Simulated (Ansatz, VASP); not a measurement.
This is a calculation of NiO for Ansatz 0.2.0.

input.yaml

```yaml
crystal:
  lattice:
    - [0.0, 2.048617745, 2.048617745]
    - [2.048617745, 0.0, 2.048617745]
    - [2.048617745, 2.048617745, 0.0]
  atoms:
    - { symbol: Ni, position: [0.0, 0.0, 0.0], spin: 2.0 }
    - { symbol: O, position: [0.5, 0.5, 0.5] }
kpoints:
  mp_grid: { grid: [11, 11, 11] }
scf:
  occupations: { method: fermi_dirac, width: 0.05 }
hamiltonian:
  xc: pbe
  pseudopotentials: { kind: all_electron, lapw: { basis_error: 0.0005 } }
magnetization:
  spin_polarized: true
output:
  forces: true
  stress: true
  eigenvalues: true
```

Potentials or basis: all-electron LAPW, scalar-relativistic.

The run is started by

```console
$ ansatz run input.yaml --threads 2 --pin off --max-ram 6144MiB --backend cpu --events-out ev --progress --plain --runs-dir out
```

Task: Set up the same calculation for VASP 6.6.1. Potentials there: VASP PAW PBE potentials, release 64 (Ni, O).

Result: As run (the cutoff follows the program's own potentials):

INCAR

```
SYSTEM = NiO
ALGO = Normal ; EDIFF = 1E-6
ENCUT = 520 ; GGA = PE
ISIF = 2 ; ISMEAR = -1
ISPIN = 2 ; LASPH = .True.
LCHARG = .False. ; LMAXMIX = 4
LORBIT = 11 ; LREAL = .False.
LWAVE = .False. ; MAGMOM = 2 0
NBANDS = 19 ; NELM = 150
PREC = Accurate ; SIGMA = 0.05
```

The input KPOINTS:

```
k-points
0
Gamma
  11 11 11
  0 0 0
```

File POSCAR:

```
NiO
1.0
    0.0000000000      2.0486177450      2.0486177450
    2.0486177450      0.0000000000      2.0486177450
    2.0486177450      2.0486177450      0.0000000000
Ni O
1 1
Direct
    0.0000000000      0.0000000000      0.0000000000
    0.5000000000      0.5000000000      0.5000000000
```

Potentials or basis: VASP PAW PBE potentials, release 64 (Ni, O).

Run with:

```console
$ cat potpaw_PBE.64/Ni/POTCAR potpaw_PBE.64/O/POTCAR > POTCAR
$ mpirun -np 1 vasp_std > vasp.out
```

Both were run:

|  | VASP | Ansatz | Ansatz less VASP |
| --- | --- | --- | --- |
| gap on the k mesh at the Fermi level (eV) | none | none | - |
| pressure (GPa) | 16.6 | 17.3 | +0.69 |
| net moment per atom (μB) | 0.74 | 0.79 | +0.050 |
| size of the moment on the site where the two differ most (μB) | 1.24 | 1.33 | +0.092 |

Site moments also hang on the region over which each program counts them. A gap of «none» marks a metal or a gap that the smearing closes. Ansatz ran all-electron here, and VASP with PAW potentials.
